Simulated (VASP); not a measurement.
## Ge: single point with LDA

Ge:

```
Ge
1.0
     0.00000    2.83897    2.79399
     2.83897    0.00000    2.79399
     2.83897    2.83897    0.00000
Ge
2
Direct
  0.00000 0.00000 0.00000
  0.25000 0.25000 0.25000
```

This cell differs from its parent crystal: strained cell.

```yaml
Program: VASP 6.6.1
Task: single point
Functional: LDA
Potentials_or_basis: VASP PAW LDA potentials, release 64 (Ge_d)
Cutoff: 520 eV
k_mesh: 12 × 12 × 12
Occupations: gaussian, width 0.1 eV
Spin: no spin polarisation
```

```
Pressure               : -0.8 GPa
Band gap on the k mesh : 0.12 eV, indirect (the least direct gap lies 3.2 meV higher)
```

Stress tensor (GPa, compression positive):
```
-1.15  0.00  0.00
 0.00 -1.15  0.00
 0.00  0.00 -0.01
```

Levels at points of the mesh, in eV from the valence-band top:
```
           k point  band 11  band 12  band 13  band 14  band 15  band 16  band 17  band 18
(0.00, 0.00, 0.00)   -12.80    -0.06     0.00     0.00     0.12     2.52     2.60     2.60
(0.50, 0.00, 0.00)   -10.70    -7.62    -1.44    -1.30     0.12     3.71     3.82     7.02
(0.50, 0.50, 0.00)    -8.85    -8.85    -3.13    -3.13     0.62     0.62     9.50     9.50
(0.50, 0.00, 0.50)    -8.93    -8.93    -3.01    -3.01     0.74     0.74     9.47     9.47
```

Wall time 93 s on 1 thread of Intel(R) Xeon(R) Platinum 8488C (Sapphire Rapids) (shared host), peak memory 0.23 GiB.

Caveat: the cell differs from its parent crystal (strained cell). A k mesh can miss the band edges.
